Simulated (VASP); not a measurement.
# CdRu2 (Fd-3m) in VASP: a series of runs, part 2 of 2

VASP 6.6.1.

## Step 5: Single point, r2SCAN

This run uses another cell than the first one, of 16.09 Å³/atom, 0.961 times its volume.

The input, POSCAR:

```
CdRu2
1.0
    0.0000000000      3.6410892597      3.6410892597
    3.6410892597      0.0000000000      3.6410892597
    3.6410892597      3.6410892597      0.0000000000
Cd Ru
2 4
Direct
    0.0000000000      0.0000000000      0.0000000000
    0.2500000000      0.2500000000      0.2500000000
    0.6250000000      0.6250000000      0.6250000000
    0.1250000000      0.6250000000      0.6250000000
    0.6250000000      0.6250000000      0.1250000000
    0.6250000000      0.1250000000      0.6250000000
```

The input, INCAR.step1:

```
  PREC = Accurate
  ENCUT = 520
  ISMEAR = 0
  SIGMA = 0.1
  LREAL = F
  LASPH = T
  NELM = 100
  NBANDS = 49
  GGA = PE
  ALGO = Normal
  EDIFF = 1E-4
  LWAVE = T
  LCHARG = F
```

The input, INCAR.step2:

```
  PREC = Accurate
  ENCUT = 520
  EDIFF = 1E-7
  ISMEAR = 0
  SIGMA = 0.1
  LREAL = F
  LASPH = T
  NELM = 100
  ALGO = Normal
  ISIF = 2
  LWAVE = F
  LCHARG = F
  METAGGA = R2SCAN
  LMIXTAU = T
  NBANDS = 49
  ISTART = 1
```

The input, KPOINTS:

```
Automatic mesh
0
Gamma
  4 4 4
```

Potentials or basis: VASP PAW PBE potentials, release 64 (Cd, Ru_pv).

On the command line:

```bash
> cat potpaw_PBE.64/Cd/POTCAR potpaw_PBE.64/Ru_pv/POTCAR > POTCAR
> cp INCAR.step1 INCAR
> mpirun -np 1 vasp_std > vasp.out
> cp INCAR.step2 INCAR
> mpirun -np 1 vasp_std > vasp.out
```

OUTCAR:

```text
PREC = Accurate
   ENCUT = 520
   EDIFF = 1E-7
   ISMEAR = 0
   LREAL = F
   LASPH = T
   NELM = 100
   ISIF = 2
   METAGGA = R2SCAN
   ISTART = 1

 ion  position               nearest neighbor table
   1  0.000  0.000  0.000-   4 3.02   6 3.02   4 3.02   5 3.02   5 3.02   6 3.02   3 3.02   3 3.02
                             3 3.02   4 3.02   5 3.02   6 3.02   2 3.15   2 3.15   2 3.15   2 3.15
   2  0.250  0.250  0.250-   4 3.02   6 3.02   4 3.02   5 3.02   5 3.02   6 3.02   3 3.02   6 3.02
                             3 3.02   3 3.02   4 3.02   5 3.02   1 3.15   1 3.15   1 3.15   1 3.15
   3  0.625  0.625  0.625-   4 2.57   5 2.57   6 2.57   5 2.57   6 2.57   4 2.57   1 3.02   2 3.02
                             1 3.02   2 3.02   1 3.02   2 3.02
   4  0.125  0.625  0.625-   3 2.57   5 2.57   6 2.57   3 2.57   5 2.57   6 2.57   1 3.02   2 3.02
                             2 3.02   1 3.02   1 3.02   2 3.02
   5  0.625  0.625  0.125-   3 2.57   3 2.57   4 2.57   6 2.57   6 2.57   4 2.57   1 3.02   2 3.02
                             1 3.02   2 3.02   1 3.02   2 3.02
   6  0.625  0.125  0.625-   3 2.57   5 2.57   3 2.57   4 2.57   5 2.57   4 2.57   1 3.02   2 3.02
                             1 3.02   2 3.02   1 3.02   2 3.02

  LATTYP: Found a face centered cubic cell.
 ALAT       =     7.2821785194

  Lattice vectors:

 A1 = (   0.0000000000,   3.6410892597,   3.6410892597)
 A2 = (   3.6410892597,   0.0000000000,   3.6410892597)
 A3 = (   3.6410892597,   3.6410892597,   0.0000000000)

Analysis of symmetry for initial positions (statically):
=====================================================================
 Subroutine PRICEL returns:
 Original cell was already a primitive cell.

 Routine SETGRP: Setting up the symmetry group for a
 face centered cubic supercell.

 Subroutine GETGRP returns: Found 48 space group operations
 (whereof 24 operations were pure point group operations)
 out of a pool of 48 trial point group operations.

The static configuration has the point symmetry T_d .
 The point group associated with its full space group is O_h .

Analysis of symmetry for dynamics (positions and initial velocities):
=====================================================================
 Subroutine PRICEL returns:
 Original cell was already a primitive cell.

 Routine SETGRP: Setting up the symmetry group for a
 face centered cubic supercell.

 Subroutine GETGRP returns: Found 48 space group operations
 (whereof 24 operations were pure point group operations)
 out of a pool of 48 trial point group operations.

The dynamic configuration has the point symmetry T_d .
 The point group associated with its full space group is O_h .

 Subroutine INISYM returns: Found 48 space group operations
 (whereof 24 operations are pure point group operations),
 and found     1 'primitive' translations

----------------------------------------------------------------------------------------

                                     Primitive cell

  volume of cell :      96.5437

  direct lattice vectors                    reciprocal lattice vectors
     0.000000000  3.641089260  3.641089260    -0.137321544  0.137321544  0.137321544
     3.641089260  0.000000000  3.641089260     0.137321544 -0.137321544  0.137321544
     3.641089260  3.641089260  0.000000000     0.137321544  0.137321544 -0.137321544

  length of vectors
[... 51 lines left out ...]
  0.500000  0.250000  0.000000     24.000000
 -0.250000  0.250000  0.000000     12.000000
  0.500000  0.500000  0.000000      3.000000
 -0.250000  0.500000  0.250000      6.000000
   k-points           NKPTS =      8   k-points in BZ     NKDIM =      8   number of bands    NBANDS=     49
   number of dos      NEDOS =    301   number of ions     NIONS =      6
   total plane-waves  NPLWV =  64000
   dimension x,y,z NGX =    40 NGY =   40 NGZ =   40
   dimension x,y,z NGXF=    80 NGYF=   80 NGZF=   80
   ions per type =               2   4
   NGX,Y,Z   is equivalent  to a cutoff of  12.91, 12.91, 12.91 a.u.
   NGXF,Y,Z  is equivalent  to a cutoff of  25.83, 25.83, 25.83 a.u.
 SYSTEM =  unknown system
   PREC   = accura    normal or accurate (medium, high low for compatibility)
   ISTART =      1    job   : 0-new  1-cont  2-samecut
   ICHARG =      0    charge: 1-file 2-atom 10-const
   ISPIN  =      1    spin polarized calculation?
   LNONCOLLINEAR =      F non collinear calculations
   LSORBIT =      F    spin-orbit coupling
   LASPH  =      T    aspherical Exc in radial PAW
   ENCUT  =  520.0 eV  38.22 Ry    6.18 a.u.   9.57  9.57  9.57*2*pi/ulx,y,z
   NELM   =    100;   NELMIN=  2; NELMDL=  0     # of ELM steps
   EDIFF  = 0.1E-06   stopping-criterion for ELM
   LREAL  =      F    real-space projection
   EDIFFG = 0.1E-05   stopping-criterion for IOM
   NSW    =      0    number of steps for IOM
   IBRION =     -1    ionic relax: 0-MD 1-quasi-New 2-CG
   NFREE  =      0    steps in history (QN), initial steepest desc. (CG)
   ISIF   =      2    stress and relaxation
   ISYM   =      2    0-nonsym 1-usesym 2-fastsym
   POTIM  = 0.5000    time-step for ionic-motion
   TEBEG  =    0.0;   TEEND  =   0.0 temperature during run
   PSTRESS=    0.0 pullay stress
   NELECT =      80.0000    total number of electrons
   NUPDOWN=      -1.0000    fix difference up-down
   EMIN   =  10.00;   EMAX   =-10.00  energy-range for DOS
   EFERMI =   0.00;   METHOD = LEGACY
   ISMEAR =     0;   SIGMA  =   0.10  broadening in eV -4-tet -1-fermi 0-gaus
   EFERMI_NEDOS =   21; number of points for ismear=-14 and -15
   IALGO  =     38    algorithm
   IMIX   =      4    mixing-type and parameters
     AMIX     =   0.40;   BMIX     =  1.00
     AMIX_MAG =   1.60;   BMIX_MAG =  1.00
  volume/ion in A,a.u.               =      16.09       108.58
  Fermi-wavevector in a.u.,A,eV,Ry     =   1.537671  2.905777 32.170063  2.364433
  Thomas-Fermi vector in A             =   2.644147
   LORBIT       =      0    0 simple, 1 ext, 2 COOP (PROOUT), +10 PAW based schemes
   METAGGA = R2SCAN    functional components
   LHFCALC =     F    Hartree Fock is set to
   AEXX    =    0.0000 exact exchange contribution
   IVDW    =     0    specifies the selected vdW correction
   LEPSILON=     F    determine dielectric tensor
   LRPA    =     F    only Hartree local field effects (RPA)
 non-spin polarized calculation
 Gauss-broadening in eV      SIGMA  =   0.10
  energy-cutoff  :      520.00
  volume of cell :       96.54
 maximum number of plane-waves:      2637
 NGX is ok and might be reduce to    40
   NGX = 19   NGY = 19   NGZ = 19

 number of electron      80.0000013 magnetization

 Free energy of the ion-electron system (eV)
  ---------------------------------------------------
  ext. energy  EPLUGINS =         0.00000000
  ---------------------------------------------------
  free energy    TOTEN  =      -139.05099577 eV

  energy without entropy =     -138.98587449  energy(sigma->0) =     -139.01843513

 E-fermi :   8.1930     XC(G=0): -13.8934

 val. band max:        8.1846660076   @ k =   0.5000   0.2500   0.0000
 cond. band min:       8.1958468628   @ k =   0.0000   0.0000   0.0000
 fundamental gap:      0.0111808552
 Fermi energy:         8.1930005304

 k-point     1 :       0.0000    0.0000    0.0000
  band No.  band energies     occupation
      1     -37.0175      2.00000
      2     -36.2052      2.00000
      3     -36.2052      2.00000
      4     -36.2052      2.00000
      5     -35.9148      2.00000
      6     -35.9148      2.00000
[... 405 lines left out ...]
     48      13.3103      0.00000
     49      14.6529      0.00000

------------------------ aborting loop because EDIFF is reached ----------------------------------------

  FORCE on cell =-STRESS in cart. coord.  units (eV):
  Direction    XX          YY          ZZ          XY          YZ          ZX
  --------------------------------------------------------------------------------------
  -------------------------------------------------------------------------------------
  Total        0.6896092      0.6896092      0.6896092     -0.0000000      0.0000000     -0.0000000
  in kB       11.4443110     11.4443110     11.4443110     -0.0000000      0.0000000     -0.0000000
  external PRESSURE =      11.4443110 kB  Pullay stress =       0.0000000 kB

 VOLUME and BASIS-vectors are now :
 -----------------------------------------------------------------------------
  energy-cutoff  :      520.00
  volume of cell :       96.54
      direct lattice vectors                 reciprocal lattice vectors
     0.000000000  3.641089260  3.641089260    -0.137321544  0.137321544  0.137321544
     3.641089260  0.000000000  3.641089260     0.137321544 -0.137321544  0.137321544
     3.641089260  3.641089260  0.000000000     0.137321544  0.137321544 -0.137321544

 POSITION                                       TOTAL-FORCE (eV/Angst)
 -----------------------------------------------------------------------------------
      0.00000      0.00000      0.00000        -0.000000     -0.000000     -0.000000
      1.82054      1.82054      1.82054         0.000000      0.000000      0.000000
      4.55136      4.55136      4.55136        -0.000000      0.000000     -0.000000
      4.55136      2.73082      2.73082        -0.000000      0.000000     -0.000000
      2.73082      2.73082      4.55136        -0.000000      0.000000     -0.000000
      2.73082      4.55136      2.73082        -0.000000      0.000000     -0.000000
 -----------------------------------------------------------------------------------
    total drift:                                0.000000      0.000000      0.000000

  FREE ENERGIE OF THE ION-ELECTRON SYSTEM (eV)
  ---------------------------------------------------
  free  energy   TOTEN  =      -139.0509957698 eV

  energy  without entropy=     -138.9858744918  energy(sigma->0) =     -139.01843513
```

Run time: 2 min. Hardware: 1 thread of Intel Xeon Platinum 8488C (Sapphire Rapids), shared host; peak memory 0.27 GiB.

Results:

```
Free energy            : -139.0510 eV
Pressure               : 1.1 GPa
Band gap on the k mesh : zero (band 40 reaches 8.58 eV, above the bottom of band 41 at 8.18 eV)
```

Levels at points of the mesh, in eV from the Fermi level:
| k point | band 37 | band 38 | band 39 | band 40 | band 41 | band 42 |
| --- | --- | --- | --- | --- | --- | --- |
| (0.00, 0.00, 0.00) | 0.14 | 0.14 | 0.38 | 0.38 | 1.21 | 1.86 |
| (0.50, 0.00, 0.00) | -1.13 | -1.13 | -0.12 | 0.03 | 0.03 | 0.28 |
| (0.50, 0.50, 0.00) | -1.63 | -1.63 | -1.33 | -1.33 | 0.01 | 0.01 |

Caveat: the k points lie up to 0.37 Å⁻¹ apart; the PAW data sets were made with another functional, which shifts forces and pressure a little.

## Step 6: Summary

```tsv
task	cell	k mesh	cutoff (eV)	gap on the mesh (eV)	pressure (GPa)
relaxation of cell and atoms	relaxed from a = 5.218 Å, angles 60.0°, 6 atoms	4 × 4 × 4	600	none	-0.1
single point	a = 5.218 Å, angles 60.0°, 6 atoms	4 × 4 × 4	520	none	-6.1
single point	a = 5.154 Å, angles 60.0°, 6 atoms	8 × 8 × 8	520	none	1.1
single point	a = 5.149 Å, angles 60.0°, 6 atoms	4 × 4 × 4	520	none	1.1
```

Alike in all rows: level r2SCAN; potentials or basis VASP PAW PBE potentials, release 64 (Cd, Ru_pv); no spin polarisation; smearing gaussian 0.1 eV.

Caveats: some runs use coarse meshes; the PAW data sets were made with another functional, which shifts forces and pressure a little.

Total energies depend on the potentials used, so only differences within one code and one set of settings carry meaning.
